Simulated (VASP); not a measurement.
The system is Ti2BN3.

```
Ti B N
1.0
     3.11574    0.00000    0.00000
    -1.55787    2.69831    0.00000
     0.00000    0.00000    7.44148
Ti B N
2 1 3
Direct
  0.33333 0.66667 0.67558
  0.66667 0.33333 0.32442
  0.00000 0.00000 0.00000
  0.00000 0.00000 0.50000
  0.33333 0.66667 0.17808
  0.66667 0.33333 0.82191
```

| Item | Value |
| --- | --- |
| Program | VASP 6.6.1 |
| Task | relaxation of cell and atoms |
| Functional | PBE |
| Potentials or basis | VASP PAW PBE potentials, release 64 (Ti_sv, B, N) |
| Cutoff | 600 eV |
| k mesh | 6 × 6 × 4 |
| Occupations | gaussian, width 0.1 eV |
| Spin | collinear spin, ferromagnetic start |
| Starting moments | [1.0, 1.0, 0.0, 0.0, 0.0, 0.0] μB |

At the start: pressure -22.8 GPa; volume 10.43 Å³/atom.

Problem. Where does the relaxation end?

Solution. Over 12 steps the energy falls by 398.6 meV/atom and the volume is 8.31 Å³/atom (-20.3 %); space group P-3m1 (No. 164, to 0.05 Å); moment 0.00 μB per cell.

Step by step:
```tsv
step	energy change (eV)	largest force (eV/Å)	pressure (GPa)	volume (Å³)
1	0.0000	1.2176	-22.84	62.56
2	-0.8360	4.7563	20.05	50.01
3	-0.9524	3.6818	5.47	52.77
4	-1.6859	2.6803	18.01	48.47
5	-1.6942	2.8939	16.19	48.78
6	-2.1790	2.4702	-1.81	50.63
7	-2.2205	2.4509	0.93	50.22
8	-2.3757	0.4771	-4.00	50.60
9	-2.3841	0.1029	-3.38	50.53
10	-2.3906	0.1197	1.21	49.69
11	-2.3913	0.1158	0.10	49.89
12	-2.3919	0.0260	0.08	49.88
```

Final structure:
```cif
data_structure
_symmetry_space_group_name_H-M 'P 1'
_symmetry_Int_Tables_number 1
_cell_length_a 2.8443
_cell_length_b 2.8443
_cell_length_c 7.1188
_cell_angle_alpha 90.000
_cell_angle_beta 90.000
_cell_angle_gamma 120.000
_cell_volume 49.88
loop_
_atom_site_label
_atom_site_type_symbol
_atom_site_fract_x
_atom_site_fract_y
_atom_site_fract_z
_atom_site_occupancy
Ti1 Ti 0.33333 0.66667 0.66985 1
Ti2 Ti 0.66667 0.33333 0.33015 1
B1 B 0.00000 0.00000 0.00000 1
N1 N 0.00000 0.00000 0.50000 1
N2 N 0.33333 0.66667 0.13478 1
N3 N 0.66667 0.33333 0.86522 1
```

Caveat: the k points lie up to 0.43 Å⁻¹ apart in the final cell; the volume moved by over 15 % at a fixed basis, so the end points are rough.
